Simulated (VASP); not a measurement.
# Si3Ge5 (P1) in VASP: single point with PBEsol

Aim: the single point of Si3Ge5 with PBEsol.

Everything below comes from runs of VASP 6.6.1. Logs are shortened: lines on timing, memory, paths and dates and some standing lists are left out, and cuts for length are marked.

### 1 The cell of the first run

The typed cell holds 64 atoms: a = 11.148 Å, b = 11.148 Å, c = 11.148 Å, α = 90.00°, β = 90.00°, γ = 90.00°.

### 2 Single point, PBEsol

File INCAR:

```
SYSTEM = Si3Ge5
ALGO = Normal ; EDIFF = 1E-6
ENCUT = 550 ; GGA = PS
GGA_COMPAT = .False. ; ISIF = 2
ISMEAR = -1 ; ISYM = -1
LASPH = .True. ; LCHARG = .False.
LREAL = Auto ; LWAVE = .False.
NBANDS = 366 ; NELM = 120
PREC = Accurate ; SIGMA = 0.05
```

File KPOINTS:

```
explicit points
1
Reciprocal
  0.25000000   0.25000000   0.25000000 1
```

File POSCAR:

```
Si3Ge5
1.0
   11.1480773504      0.0000000000      0.0000000000
    0.0000000000     11.1480773504      0.0000000000
    0.0000000000      0.0000000000     11.1480773504
Si Ge
24 40
Direct
    0.0019020000      0.9985280000      0.0016390000
    0.4998130000      0.4948460000      0.5004270000
    0.1230050000      0.1265840000      0.1226920000
    0.1266070000      0.6236190000      0.1263460000
    0.1253090000      0.6240290000      0.6269120000
    0.6277200000      0.6261720000      0.1230420000
    0.2483210000      0.2466650000      0.9990100000
    0.2496530000      0.2551830000      0.4999280000
    0.7480330000      0.2530170000      0.4981110000
    0.7517030000      0.7488840000      0.0011700000
    0.7485070000      0.7487820000      0.5003410000
    0.3761570000      0.3738620000      0.6225340000
    0.8763510000      0.8744610000      0.1196490000
    0.2451080000      0.4982530000      0.2488990000
    0.3743140000      0.1294710000      0.8751710000
    0.3754510000      0.6268320000      0.8728720000
    0.8746700000      0.6270600000      0.8785510000
    0.0046560000      0.2509080000      0.2496950000
    0.0000310000      0.2500470000      0.7497920000
    0.4943550000      0.2510220000      0.7486330000
    0.4982890000      0.7474020000      0.7510150000
    0.1270550000      0.3742420000      0.3730940000
    0.1233750000      0.8767530000      0.8780600000
    0.6248730000      0.3765940000      0.3787310000
    0.9995050000      0.0019170000      0.5004620000
    0.0010810000      0.5027950000      0.0008140000
    0.0038810000      0.4993940000      0.4995570000
    0.4982630000      0.0020920000      0.9966940000
    0.4997440000      0.9997960000      0.5008710000
    0.4988210000      0.5045000000      0.9995110000
    0.1263170000      0.1299590000      0.6255480000
    0.6249780000      0.1251630000      0.1252610000
    0.6240870000      0.1300130000      0.6256150000
    0.6217950000      0.6251850000      0.6232310000
    0.2474630000      0.7475290000      0.9975550000
    0.2488050000      0.7469610000      0.5012490000
    0.7511200000      0.2503970000      0.9990090000
    0.3701010000      0.3757020000      0.1237900000
    0.3738480000      0.8753360000      0.1233970000
    0.3753300000      0.8734800000      0.6289600000
    0.8773150000      0.3747850000      0.1277970000
    0.8754130000      0.3725740000      0.6247030000
    0.8732580000      0.8722430000      0.6234340000
    0.2477130000      0.0033560000      0.2476440000
    0.2492380000      0.0017690000      0.7549420000
    0.2535850000      0.5002580000      0.7475960000
    0.7537060000      0.9978160000      0.2470900000
    0.7497710000      0.0001950000      0.7498950000
    0.7462710000      0.4997220000      0.2509220000
    0.7519220000      0.5028050000      0.7514350000
    0.3725560000      0.1281100000      0.3773460000
    0.3744510000      0.6178120000      0.3741080000
    0.8755160000      0.1300200000      0.3737690000
    0.8800520000      0.1236950000      0.8755110000
    0.8736930000      0.6262780000      0.3761240000
    0.9989560000      0.7496160000      0.2451600000
    0.0010950000      0.7490150000      0.7529040000
    0.5008680000      0.2538200000      0.2526140000
    0.5009880000      0.7470220000      0.2477870000
    0.1257420000      0.3728980000      0.8739040000
    0.1241940000      0.8751720000      0.3739200000
    0.6215890000      0.3742830000      0.8722320000
    0.6271850000      0.8731640000      0.3753580000
    0.6247400000      0.8706220000      0.8746950000
```

Potentials or basis: VASP PAW PBE potentials, release 64 (Si, Ge_d).

Command:

```console
cat potpaw_PBE.64/Si/POTCAR potpaw_PBE.64/Ge_d/POTCAR > POTCAR
mpirun -np 1 vasp_std > vasp.out
```

OUTCAR:

```text
SYSTEM = Si3Ge5
   EDIFF = 1E-6
   ENCUT = 550
   GGA = PS
   ISIF = 2
   ISMEAR = -1
   ISYM = -1
   LASPH = .True.
   LREAL = Auto
   NELM = 120
   PREC = Accurate

 ion  position               nearest neighbor table
   1  0.002  0.999  0.002-  23 2.36  13 2.37   3 2.38  54 2.40
   2  0.500  0.495  0.500-  24 2.35  12 2.36  52 2.41  34 2.42
   3  0.123  0.127  0.123-   7 2.38  18 2.38   1 2.38  44 2.40
   4  0.127  0.624  0.126-  14 2.36  26 2.39  56 2.40  35 2.41
   5  0.125  0.624  0.627-  36 2.40  46 2.40  27 2.40  57 2.41
   6  0.628  0.626  0.123-  10 2.37  59 2.40  49 2.40  30 2.41
[... 56 lines left out ...]
  63  0.627  0.873  0.375-  11 2.39  47 2.44  29 2.44  59 2.45
  64  0.625  0.871  0.875-  21 2.40  10 2.42  48 2.44  28 2.45

IMPORTANT INFORMATION: All symmetrisations will be switched off!
NOSYMM: (Re-)initialisation of all symmetry stuff for point group C_1.

----------------------------------------------------------------------------------------

                                     Primitive cell

  volume of cell :    1385.4789

  direct lattice vectors                    reciprocal lattice vectors
    11.148077350  0.000000000  0.000000000     0.089701566  0.000000000  0.000000000
     0.000000000 11.148077350  0.000000000     0.000000000  0.089701566  0.000000000
     0.000000000  0.000000000 11.148077350     0.000000000  0.000000000  0.089701566

  length of vectors
    11.148077350 11.148077350 11.148077350     0.089701566  0.089701566  0.089701566

  position of ions in fractional coordinates (direct lattice)
     0.001902000  0.998528000  0.001639000
     0.499813000  0.494846000  0.500427000
     0.123005000  0.126584000  0.122692000
     0.126607000  0.623619000  0.126346000
     0.125309000  0.624029000  0.626912000
     0.627720000  0.626172000  0.123042000
[... 56 lines left out ...]
     0.627185000  0.873164000  0.375358000
     0.624740000  0.870622000  0.874695000

  ion indices of the primitive-cell ions
   primitive index   ion index
                 1           1
                 2           2
                 3           3
                 4           4
                 5           5
                 6           6
[... 56 lines left out ...]
                63          63
                64          64

----------------------------------------------------------------------------------------

 KPOINTS: explicit points

Read explicit list of k-points.

 Found      1 k-points:

 Following reciprocal coordinates:
            Coordinates               Weight
  0.250000  0.250000  0.250000      1.000000
   k-points           NKPTS =      1   k-points in BZ     NKDIM =      1   number of bands    NBANDS=    366
   number of dos      NEDOS =    301   number of ions     NIONS =     64
   total plane-waves  NPLWV = 729000
   dimension x,y,z NGX =    90 NGY =   90 NGZ =   90
   dimension x,y,z NGXF=   180 NGYF=  180 NGZF=  180
   ions per type =              24  40
   NGX,Y,Z   is equivalent  to a cutoff of  13.42, 13.42, 13.42 a.u.
   NGXF,Y,Z  is equivalent  to a cutoff of  26.84, 26.84, 26.84 a.u.
 SYSTEM =  Si3Ge5
   PREC   = accura    normal or accurate (medium, high low for compatibility)
   ISTART =      0    job   : 0-new  1-cont  2-samecut
   ICHARG =      2    charge: 1-file 2-atom 10-const
   ISPIN  =      1    spin polarized calculation?
   LNONCOLLINEAR =      F non collinear calculations
   LSORBIT =      F    spin-orbit coupling
   LASPH  =      T    aspherical Exc in radial PAW
   ENCUT  =  550.0 eV  40.42 Ry    6.36 a.u.  21.32 21.32 21.32*2*pi/ulx,y,z
   NELM   =    120;   NELMIN=  2; NELMDL= -5     # of ELM steps
   EDIFF  = 0.1E-05   stopping-criterion for ELM
   LREAL  =      T    real-space projection
   EDIFFG = 0.1E-04   stopping-criterion for IOM
   NSW    =      0    number of steps for IOM
   IBRION =     -1    ionic relax: 0-MD 1-quasi-New 2-CG
   NFREE  =      0    steps in history (QN), initial steepest desc. (CG)
   ISIF   =      2    stress and relaxation
   ISYM   =     -1    0-nonsym 1-usesym 2-fastsym
   POTIM  = 0.5000    time-step for ionic-motion
   TEBEG  =    0.0;   TEEND  =   0.0 temperature during run
   PSTRESS=    0.0 pullay stress
   NELECT =     656.0000    total number of electrons
   NUPDOWN=      -1.0000    fix difference up-down
   EMIN   =  10.00;   EMAX   =-10.00  energy-range for DOS
   EFERMI =   0.00;   METHOD = LEGACY
   ISMEAR =    -1;   SIGMA  =   0.05  broadening in eV -4-tet -1-fermi 0-gaus
   EFERMI_NEDOS =   21; number of points for ismear=-14 and -15
   IALGO  =     38    algorithm
   IMIX   =      4    mixing-type and parameters
     AMIX     =   0.40;   BMIX     =  1.00
     AMIX_MAG =   1.60;   BMIX_MAG =  1.00
  volume/ion in A,a.u.               =      21.65       146.09
  Fermi-wavevector in a.u.,A,eV,Ry     =   1.275977  2.411247 22.151876  1.628117
  Thomas-Fermi vector in A             =   2.408659
   LORBIT       =      0    0 simple, 1 ext, 2 COOP (PROOUT), +10 PAW based schemes
   GGA     = PS    functional components
   LHFCALC =     F    Hartree Fock is set to
   AEXX    =    0.0000 exact exchange contribution
   IVDW    =     0    specifies the selected vdW correction
   LEPSILON=     F    determine dielectric tensor
   LRPA    =     F    only Hartree local field effects (RPA)
 non-spin polarized calculation
  energy-cutoff  :      550.00
  volume of cell :     1385.48
 maximum number of plane-waves:     40588
 NGX is ok and might be reduce to    90
   NGX = 43   NGY = 43   NGZ = 43

 number of electron     655.9999985 magnetization

 Free energy of the ion-electron system (eV)
  ---------------------------------------------------
  ext. energy  EPLUGINS =         0.00000000
  ---------------------------------------------------
  free energy    TOTEN  =      -334.63795627 eV

  energy without entropy =     -334.63776336  energy(sigma->0) =     -334.63785982

 E-fermi :   5.3713     XC(G=0):  -9.9353

 val. band max:        4.8759282341   @ k =   0.2500   0.2500   0.2500
 cond. band min:       5.8717351910   @ k =   0.2500   0.2500   0.2500
 fundamental gap:      0.9958069569
 Fermi energy:         5.3712900999

 k-point     1 :       0.2500    0.2500    0.2500
  band No.  band energies     occupation
      1     -19.4295      2.00000
      2     -19.4278      2.00000
      3     -19.4235      2.00000
      4     -19.4215      2.00000
      5     -19.4192      2.00000
      6     -19.4172      2.00000
[... 332 lines left out ...]
    339       6.7980      0.00000
    340       6.8260      0.00000
 [bands above 340 left out]

------------------------ aborting loop because EDIFF is reached ----------------------------------------

  FORCE on cell =-STRESS in cart. coord.  units (eV):
  Direction    XX          YY          ZZ          XY          YZ          ZX
  --------------------------------------------------------------------------------------
  -------------------------------------------------------------------------------------
  Total       -0.0099435      0.0195072     -0.0453829     -9.3520939     -9.3734091     -9.1883811
  in kB       -0.0114987      0.0225583     -0.0524811    -10.8148256    -10.8394747    -10.6255070
  external PRESSURE =      -0.0138072 kB  Pullay stress =       0.0000000 kB

 VOLUME and BASIS-vectors are now :
 -----------------------------------------------------------------------------
  energy-cutoff  :      550.00
  volume of cell :     1385.48
      direct lattice vectors                 reciprocal lattice vectors
    11.148077350  0.000000000  0.000000000     0.089701566  0.000000000  0.000000000
     0.000000000 11.148077350  0.000000000     0.000000000  0.089701566  0.000000000
     0.000000000  0.000000000 11.148077350     0.000000000  0.000000000  0.089701566

 POSITION                                       TOTAL-FORCE (eV/Angst)
 -----------------------------------------------------------------------------------
      0.02120     11.13167      0.01827         0.005869      0.019095      0.005088
      5.57195      5.51658      5.57880        -0.007056      0.013291     -0.008096
      1.37127      1.41117      1.36778        -0.005627     -0.011914     -0.014371
      1.41142      6.95215      1.40851        -0.006817      0.009914     -0.008428
      1.39695      6.95672      6.98886        -0.004848      0.007020      0.010250
      6.99787      6.98061      1.37168         0.004599     -0.000604      0.001823
[... 56 lines left out ...]
      6.99191      9.73410      4.18452         0.001901      0.006933      0.010433
      6.96465      9.70576      9.75117        -0.004326     -0.003870      0.003021
 -----------------------------------------------------------------------------------
    total drift:                               -0.007552      0.003673      0.000852

  FREE ENERGIE OF THE ION-ELECTRON SYSTEM (eV)
  ---------------------------------------------------
  free  energy   TOTEN  =      -334.6379562732 eV

  energy  without entropy=     -334.6377633585  energy(sigma->0) =     -334.63785982
```

It took 26 min on 1 thread of Intel Xeon Platinum 8559C (Emerald Rapids), shared host; peak memory 1.5 GiB.

Results:

| Property | Result |
| --- | --- |
| Free energy | -334.6380 eV |
| Pressure | 0.0 GPa |
| Largest force | 0.035 eV/Å |
| Band gap on the k mesh | 1.00 eV |

Forces on the atoms (eV/Å):
```
Si   0.006  0.019  0.005
Si  -0.007  0.013 -0.008
Si  -0.006 -0.012 -0.014
Si  -0.007  0.010 -0.008
Si  -0.005  0.007  0.010
Si   0.005 -0.001  0.002
Si   0.006  0.014  0.002
Si   0.006 -0.015 -0.009
Si  -0.005 -0.008  0.005
Si  -0.003  0.004 -0.001
Si  -0.001 -0.014 -0.005
Si  -0.015  0.017  0.017
Si  -0.012 -0.004  0.003
Si   0.034 -0.003 -0.003
Si   0.000 -0.007  0.001
Si  -0.013 -0.002  0.015
Si   0.010  0.007 -0.014
Si  -0.016 -0.002  0.004
Si   0.009 -0.002  0.003
Si   0.011 -0.015 -0.015
Si   0.019  0.003 -0.014
Si  -0.015  0.014  0.012
Si  -0.008 -0.001 -0.007
Si  -0.002  0.003 -0.007
Ge   0.007 -0.008 -0.003
Ge   0.010  0.002 -0.001
Ge   0.006 -0.013  0.007
Ge  -0.001  0.004 -0.012
Ge   0.001  0.003  0.007
Ge   0.004 -0.012  0.004
Ge  -0.005  0.008  0.004
Ge  -0.004  0.001 -0.001
Ge   0.002  0.017 -0.002
Ge  -0.007  0.011  0.002
Ge   0.001 -0.020 -0.003
Ge  -0.001  0.010 -0.004
Ge  -0.004 -0.013  0.003
Ge  -0.014  0.007 -0.003
Ge  -0.008 -0.005  0.000
Ge  -0.013 -0.009 -0.001
Ge  -0.001  0.006  0.000
Ge  -0.005 -0.001 -0.006
Ge  -0.006  0.001 -0.006
Ge   0.001  0.000 -0.001
Ge   0.017  0.002  0.007
Ge   0.007  0.001  0.008
Ge   0.006 -0.012  0.000
Ge   0.000 -0.002  0.016
Ge  -0.001 -0.007  0.006
Ge   0.001 -0.006  0.003
Ge   0.001  0.007  0.002
Ge  -0.001 -0.008 -0.001
Ge   0.002  0.017 -0.003
Ge   0.006 -0.001 -0.004
Ge   0.010  0.005 -0.001
Ge   0.002 -0.008 -0.002
Ge   0.012 -0.014  0.000
Ge  -0.002  0.001  0.002
Ge   0.004 -0.001 -0.001
Ge  -0.015  0.000 -0.009
Ge  -0.002 -0.008  0.006
Ge  -0.003  0.016  0.000
Ge   0.002  0.007  0.010
Ge  -0.004 -0.004  0.003
```

Caveat: the PAW data sets were made with another functional, which shifts forces and pressure a little; a shifted mesh leaves out Γ, where band edges can lie.
